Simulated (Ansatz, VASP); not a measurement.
MoOs3: VASP beside Ansatz

The input INCAR:

```
ALGO     = Normal         # electronic algorithm
EDIFF    = 1E-7           # SCF threshold, eV
EDIFFG   = -0.04          # ionic threshold
ENCUT    = 600            # plane-wave cutoff, eV
GGA      = PE             # functional
IBRION   = 2              # ionic algorithm
ISIF     = 3              # what is computed and relaxed
ISMEAR   = 0              # smearing method
LASPH    = True           # aspherical terms in the spheres
LCHARG   = False          # write CHGCAR
LREAL    = False          # projectors in reciprocal space
LWAVE    = False          # write WAVECAR
NELM     = 100            # most SCF steps
NSW      = 90             # ionic steps
PREC     = Accurate       # precision mode
SIGMA    = 0.1            # smearing width, eV
```

File KPOINTS:

```
k-points
0
Gamma
  4 4 4
```

POSCAR

```
MoOs3
1.0
    3.7663269739      0.0000000000      0.0000000000
    0.0000000000      3.7663269739      0.0000000000
    0.0000000000      0.0000000000      3.7663269739
Mo Os
1 3
Direct
    0.0000000000      0.0000000000      0.0000000000
    0.0000000000      0.5000000000      0.5000000000
    0.5000000000      0.0000000000      0.5000000000
    0.5000000000      0.5000000000      0.0000000000
```

Input for Ansatz:

```yaml
crystal:
  lattice:
    - [3.7663269739, 0.0, 0.0]
    - [0.0, 3.7663269739, 0.0]
    - [0.0, 0.0, 3.7663269739]
  atoms:
    - { symbol: Mo, position: [0.0, 0.0, 0.0] }
    - { symbol: Os, position: [0.0, 0.5, 0.5] }
    - { symbol: Os, position: [0.5, 0.0, 0.5] }
    - { symbol: Os, position: [0.5, 0.5, 0.0] }
basis:
  ecutwfc: 420
kpoints:
  mp_grid: { grid: [4, 4, 4] }
hamiltonian:
  xc: pbe
scf:
  occupations: { method: gaussian, width: 0.1 }
  lower_state_search: "off"
output:
  forces: true
  stress: true
  eigenvalues: true
relax:
  adjacent_minimum: "off"
  f_tol: 0.04
  max_steps: 70
  cell: { stress_tol: 0.4 }
```

Alike in both runs: task relaxation of cell and atoms; functional PBE; k mesh 4 × 4 × 4; occupations gaussian, width 0.1 eV; no spin polarisation.

|  | VASP | Ansatz |
| --- | --- | --- |
| version | VASP 6.6.1 | Ansatz 0.2.0 |
| potentials or method | VASP PAW PBE potentials, release 64 (Mo_sv, Os), cutoff 600 eV | scalar-relativistic, plane waves, PAW |
| valence electrons in the cell | 38 | 62 |

|  | VASP | Ansatz | Ansatz less VASP |
| --- | --- | --- | --- |
| gap on the k mesh at the Fermi level, each at its own relaxed structure (eV) | none | none | - |
| relaxed volume (Å³/atom) | 14.66 | 14.66 | -0.003 |
| relaxed length of the cell vector where the two differ most in proportion (Å) | 3.885 | 3.885 | -0.0003 |

A gap of «none» marks a metal or a gap that the smearing closes. VASP's potentials hold 38 valence electrons a cell and Ansatz's 62, so a difference there can come from the potentials and not from the codes.

The k mesh is coarse, so the values compare programs but aren't converged. Spin-orbit coupling is off throughout.
